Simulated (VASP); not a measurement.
# GaSi (Cmcm) in VASP: notebook

Runs on GaSi. Level: PBE. Tasks: single point, relaxation of cell and atoms.

Program: VASP 6.6.1. These are calculated values, not measurements. Logs are shortened: lines on timing, memory, paths and dates and some standing lists are left out, and cuts for length are marked.

## Step 1: The cell of the first run

Symmetry: Cmcm, No. 63, orthorhombic system. Conventional cell: a = 3.651 Å, b = 9.633 Å, c = 3.626 Å, α = 90.00°, β = 90.00°, γ = 90.00°. Within 3.5 Å of Ga (site symmetry m2m) lie 7 Si at 2.63 to 2.93 Å and 6 Ga at 3.26 to 3.35 Å. Si (site symmetry m2m) has 2 Si at 2.05 Å and 2 Ga at 2.63 Å within 2.7 Å.

## Step 2: Single point, PBE

Contents of INCAR:

```
PREC = Accurate
ENCUT = 520
EDIFF = 1E-7
ISMEAR = 0
SIGMA = 0.1
LREAL = F
LASPH = T
NELM = 80
ALGO = Normal
ISIF = 2
LWAVE = F
LCHARG = F
GGA = PE
NBANDS = 25
```

Contents of KPOINTS:

```
Automatic mesh
0
Gamma
  6 6 6
```

Contents of POSCAR:

```
GaSi
1.0
    1.8254050460     -4.8163558814      0.0000000000
    1.8254050460      4.8163558814      0.0000000000
    0.0000000000      0.0000000000      3.6261424562
Ga Si
2 2
Direct
    0.8540000000      0.1460000000      0.7500000000
    0.1460000000      0.8540000000      0.2500000000
    0.5500000000      0.4500000000      0.7500000000
    0.4500000000      0.5500000000      0.2500000000
```

Potentials or basis: VASP PAW PBE potentials, release 64 (Ga_d, Si).

Command:

```console
$ cat potpaw_PBE.64/Ga_d/POTCAR potpaw_PBE.64/Si/POTCAR > POTCAR
$ mpirun -np 1 vasp_std > vasp.out
```

OUTCAR:

```text
PREC = Accurate
   ENCUT = 520
   EDIFF = 1E-7
   ISMEAR = 0
   LREAL = F
   LASPH = T
   NELM = 80
   ISIF = 2
   GGA = PE

 ion  position               nearest neighbor table
   1  0.854  0.146  0.750-   3 2.63   3 2.63   4 2.73   4 2.73   4 2.73   4 2.73   3 2.93
   2  0.146  0.854  0.250-   4 2.63   4 2.63   3 2.73   3 2.73   3 2.73   3 2.73   4 2.93
   3  0.550  0.450  0.750-   4 2.05   4 2.05   1 2.63   1 2.63   2 2.73   2 2.73   2 2.73   2 2.73
                             1 2.93
   4  0.450  0.550  0.250-   3 2.05   3 2.05   2 2.63   2 2.63   1 2.73   1 2.73   1 2.73   1 2.73
                             2 2.93

  LATTYP: Found a base centered orthorhombic cell.
 ALAT       =     3.6508100920
 B/A-ratio  =     2.6385135135
 C/A-ratio  =     0.9932432432

  Lattice vectors:

 A1 = (   1.8254050460,  -4.8163558814,   0.0000000000)
 A2 = (   1.8254050460,   4.8163558814,   0.0000000000)
 A3 = (   0.0000000000,   0.0000000000,   3.6261424562)

Analysis of symmetry for initial positions (statically):
=====================================================================
 Subroutine PRICEL returns:
 Original cell was already a primitive cell.

 Routine SETGRP: Setting up the symmetry group for a
 base centered orthorhombic supercell.

 Subroutine GETGRP returns: Found  8 space group operations
 (whereof  4 operations were pure point group operations)
 out of a pool of  8 trial point group operations.

The static configuration has the point symmetry C_2h.
 The point group associated with its full space group is D_2h.

Analysis of symmetry for dynamics (positions and initial velocities):
=====================================================================
 Subroutine PRICEL returns:
 Original cell was already a primitive cell.

 Routine SETGRP: Setting up the symmetry group for a
 base centered orthorhombic supercell.

 Subroutine GETGRP returns: Found  8 space group operations
 (whereof  4 operations were pure point group operations)
 out of a pool of  8 trial point group operations.

The dynamic configuration has the point symmetry C_2h.
 The point group associated with its full space group is D_2h.

 Subroutine INISYM returns: Found  8 space group operations
 (whereof  4 operations are pure point group operations),
 and found     1 'primitive' translations

----------------------------------------------------------------------------------------

                                     Primitive cell

  volume of cell :      63.7606

  direct lattice vectors                    reciprocal lattice vectors
     1.825405046 -4.816355881  0.000000000     0.273911810 -0.103812927  0.000000000
     1.825405046  4.816355881  0.000000000     0.273911810  0.103812927  0.000000000
     0.000000000  0.000000000  3.626142456     0.000000000  0.000000000  0.275775156

  length of vectors
     5.150668652  5.150668652  3.626142456     0.292924569  0.292924569  0.275775156

  position of ions in fractional coordinates (direct lattice)
     0.854000000  0.146000000  0.750000000
     0.146000000  0.854000000  0.250000000
     0.550000000  0.450000000  0.750000000
     0.450000000  0.550000000  0.250000000

  ion indices of the primitive-cell ions
   primitive index   ion index
                 1           1
                 2           2
                 3           3
                 4           4

----------------------------------------------------------------------------------------

 KPOINTS: Automatic mesh

Automatic generation of k-mesh.
 Grid dimensions read from file:
 generate k-points for:    6    6    6

 Generating k-lattice:

  Cartesian coordinates                     Fractional coordinates (reciprocal lattice)
     0.045651968 -0.017302154  0.000000000     0.166666667  0.000000000  0.000000000
     0.045651968  0.017302154  0.000000000     0.000000000  0.166666667  0.000000000
     0.000000000  0.000000000  0.045962526     0.000000000  0.000000000  0.166666667

  Length of vectors
     0.048820762  0.048820762  0.045962526

  Shift w.r.t. Gamma in fractional coordinates (k-lattice)
     0.000000000  0.000000000  0.000000000

 Subroutine IBZKPT returns following result:
 ===========================================

 Found     52 irreducible k-points:

 Following reciprocal coordinates:
            Coordinates               Weight
  0.000000  0.000000  0.000000      1.000000
  0.166667 -0.000000  0.000000      4.000000
  0.333333 -0.000000  0.000000      4.000000
  0.500000  0.000000  0.000000      2.000000
  0.166667  0.166667  0.000000      2.000000
  0.333333  0.166667  0.000000      4.000000
[... 16 lines left out ...]
  0.333333  0.333333  0.166667      4.000000
  0.500000  0.333333  0.166667      8.000000
 [... further k-points ...]
   k-points           NKPTS =     52   k-points in BZ     NKDIM =     52   number of bands    NBANDS=     25
   number of dos      NEDOS =    301   number of ions     NIONS =      4
   total plane-waves  NPLWV =  44800
   dimension x,y,z NGX =    40 NGY =   40 NGZ =   28
   dimension x,y,z NGXF=    80 NGYF=   80 NGZF=   56
   ions per type =               2   2
   NGX,Y,Z   is equivalent  to a cutoff of  12.91, 12.91, 12.84 a.u.
   NGXF,Y,Z  is equivalent  to a cutoff of  25.82, 25.82, 25.67 a.u.
 SYSTEM =  unknown system
   PREC   = accura    normal or accurate (medium, high low for compatibility)
   ISTART =      0    job   : 0-new  1-cont  2-samecut
   ICHARG =      2    charge: 1-file 2-atom 10-const
   ISPIN  =      1    spin polarized calculation?
   LNONCOLLINEAR =      F non collinear calculations
   LSORBIT =      F    spin-orbit coupling
   LASPH  =      T    aspherical Exc in radial PAW
   ENCUT  =  520.0 eV  38.22 Ry    6.18 a.u.   9.58  9.58  6.74*2*pi/ulx,y,z
   NELM   =     80;   NELMIN=  2; NELMDL= -5     # of ELM steps
   EDIFF  = 0.1E-06   stopping-criterion for ELM
   LREAL  =      F    real-space projection
   EDIFFG = 0.1E-05   stopping-criterion for IOM
   NSW    =      0    number of steps for IOM
   IBRION =     -1    ionic relax: 0-MD 1-quasi-New 2-CG
   NFREE  =      0    steps in history (QN), initial steepest desc. (CG)
   ISIF   =      2    stress and relaxation
   ISYM   =      2    0-nonsym 1-usesym 2-fastsym
   POTIM  = 0.5000    time-step for ionic-motion
   TEBEG  =    0.0;   TEEND  =   0.0 temperature during run
   PSTRESS=    0.0 pullay stress
   NELECT =      34.0000    total number of electrons
   NUPDOWN=      -1.0000    fix difference up-down
   EMIN   =  10.00;   EMAX   =-10.00  energy-range for DOS
   EFERMI =   0.00;   METHOD = LEGACY
   ISMEAR =     0;   SIGMA  =   0.10  broadening in eV -4-tet -1-fermi 0-gaus
   EFERMI_NEDOS =   21; number of points for ismear=-14 and -15
   IALGO  =     38    algorithm
   IMIX   =      4    mixing-type and parameters
     AMIX     =   0.40;   BMIX     =  1.00
     AMIX_MAG =   1.60;   BMIX_MAG =  1.00
  volume/ion in A,a.u.               =      15.94       107.57
  Fermi-wavevector in a.u.,A,eV,Ry     =   1.327548  2.508702 23.978687  1.762384
  Thomas-Fermi vector in A             =   2.456852
   LORBIT       =      0    0 simple, 1 ext, 2 COOP (PROOUT), +10 PAW based schemes
   GGA     = PE    functional components
   LHFCALC =     F    Hartree Fock is set to
   AEXX    =    0.0000 exact exchange contribution
   IVDW    =     0    specifies the selected vdW correction
   LEPSILON=     F    determine dielectric tensor
   LRPA    =     F    only Hartree local field effects (RPA)
 non-spin polarized calculation
 Gauss-broadening in eV      SIGMA  =   0.10
  energy-cutoff  :      520.00
  volume of cell :       63.76
 maximum number of plane-waves:      1743
 NGX is ok and might be reduce to    40
   NGX = 19   NGY = 19   NGZ = 13

 number of electron      33.9999987 magnetization

 Free energy of the ion-electron system (eV)
  ---------------------------------------------------
  ext. energy  EPLUGINS =         0.00000000
  ---------------------------------------------------
  free energy    TOTEN  =       -13.79326468 eV

  energy without entropy =      -13.78773425  energy(sigma->0) =      -13.79049946

 E-fermi :   7.9713     XC(G=0): -11.1769

 val. band max:        7.9649090148   @ k =  -0.3333   0.3333   0.5000
 cond. band min:       8.0186650415   @ k =  -0.1667   0.1667   0.3333
 fundamental gap:      0.0537560267
 Fermi energy:         7.9712956519

 k-point     1 :       0.0000    0.0000    0.0000
  band No.  band energies     occupation
      1      -7.0739      2.00000
      2      -7.0451      2.00000
      3      -7.0343      2.00000
      4      -7.0264      2.00000
      5      -7.0125      2.00000
      6      -7.0072      2.00000
[... 17 lines left out ...]
     24      15.2122      0.00000
     25      15.4480      0.00000

 k-point     2 :       0.1667   -0.0000    0.0000
  band No.  band energies     occupation
      1      -7.0893      2.00000
      2      -7.0627      2.00000
      3      -7.0310      2.00000
      4      -7.0255      2.00000
      5      -7.0126      2.00000
      6      -7.0048      2.00000
[... 17 lines left out ...]
     24      15.1600      0.00000
     25      15.8148      0.00000

 k-point     3 :       0.3333   -0.0000    0.0000
  band No.  band energies     occupation
      1      -7.1628      2.00000
      2      -7.0401      2.00000
      3      -7.0324      2.00000
      4      -7.0240      2.00000
      5      -7.0145      2.00000
      6      -6.9938      2.00000
[... 552 lines left out ...]
 k-point    23 :       0.3333    0.3333    0.1667
  band No.  band energies     occupation
      1      -7.1624      2.00000
      2      -7.0531      2.00000
      3      -7.0270      2.00000
      4      -7.0121      2.00000
      5      -7.0026      2.00000
      6      -6.9932      2.00000
[... 17 lines left out ...]
     24      14.5513      0.00000
     25      15.4285      0.00000

 k-point    24 :       0.5000    0.3333    0.1667
  band No.  band energies     occupation
      1      -7.1107      2.00000
      2      -7.0456      2.00000
      3      -7.0309      2.00000
      4      -7.0184      2.00000
      5      -7.0083      2.00000
      6      -6.9877      2.00000
[... 17 lines left out ...]
     24      14.9241      0.00000
     25      15.5523      0.00000

 [... further k-points ...]

------------------------ aborting loop because EDIFF is reached ----------------------------------------

  FORCE on cell =-STRESS in cart. coord.  units (eV):
  Direction    XX          YY          ZZ          XY          YZ          ZX
  --------------------------------------------------------------------------------------
  -------------------------------------------------------------------------------------
  Total        4.9372008      5.7659185     15.7388930      0.0000000     -0.0000000      0.0000000
  in kB      124.0619786    144.8859963    395.4868898      0.0000000     -0.0000000      0.0000000
  external PRESSURE =     221.4782882 kB  Pullay stress =       0.0000000 kB

 VOLUME and BASIS-vectors are now :
 -----------------------------------------------------------------------------
  energy-cutoff  :      520.00
  volume of cell :       63.76
      direct lattice vectors                 reciprocal lattice vectors
     1.825405046 -4.816355881  0.000000000     0.273911810 -0.103812927  0.000000000
     1.825405046  4.816355881  0.000000000     0.273911810  0.103812927  0.000000000
     0.000000000  0.000000000  3.626142456     0.000000000  0.000000000  0.275775156

 POSITION                                       TOTAL-FORCE (eV/Angst)
 -----------------------------------------------------------------------------------
      1.82541     -3.40998      2.71961         0.000000      1.251356     -0.000000
      1.82541      3.40998      0.90654         0.000000     -1.251356     -0.000000
      1.82541     -0.48164      2.71961         0.000000     -4.942166      0.000000
      1.82541      0.48164      0.90654         0.000000      4.942166     -0.000000
 -----------------------------------------------------------------------------------
    total drift:                               -0.000000     -0.000000      0.000000

  FREE ENERGIE OF THE ION-ELECTRON SYSTEM (eV)
  ---------------------------------------------------
  free  energy   TOTEN  =       -13.7932646809 eV

  energy  without entropy=      -13.7877342460  energy(sigma->0) =      -13.79049946
```

Run time: 2.4 min. Hardware: 1 thread of AMD EPYC 7R43 (Zen 3), shared host; peak memory 0.2 GiB.

Results:

```
Free energy            : -13.7933 eV
Pressure               : 22.1 GPa
Largest force          : 4.942 eV/Å
Band gap on the k mesh : zero (band 17 reaches 9.76 eV, above the bottom of band 18 at 5.33 eV)
```

Forces on the atoms (eV/Å):
```
Ga   0.000  1.251  0.000
Ga   0.000 -1.251  0.000
Si   0.000 -4.942  0.000
Si   0.000  4.942  0.000
```

Stress tensor (GPa, compression positive):
```
12.41  0.00  0.00
 0.00 14.49  0.00
 0.00  0.00 39.55
```

Levels at points of the mesh, in eV from the Fermi level:
```
           k point  band 13  band 14  band 15  band 16  band 17  band 18  band 19  band 20  band 21  band 22
(0.00, 0.00, 0.00)    -6.06    -4.50    -2.96    -1.67    -0.52     0.70     1.67     3.12     3.96     4.60
(0.50, 0.00, 0.00)    -6.25    -5.87    -3.40    -0.30    -0.19     0.76     1.44     2.44     4.59     4.71
(0.50, 0.50, 0.00)    -4.21    -3.47    -1.98    -1.20     0.75     0.80     1.10     3.05     3.12     5.61
(0.00, 0.00, 0.50)    -4.15    -4.15    -3.31    -3.31    -0.35    -0.35     2.15     2.15     3.74     3.74
(0.50, 0.00, 0.50)    -6.68    -6.68    -3.61    -3.61    -2.64    -2.64     2.60     2.60     3.07     3.07
(0.50, 0.50, 0.50)    -7.06    -7.06    -0.73    -0.73     0.56     0.56     3.51     3.51     4.89     4.89
```

Caveat: forces of over 1 eV/Å act on the atoms, so gaps and moduli don't describe the material at rest.

(Continued in part 2 of 2.)
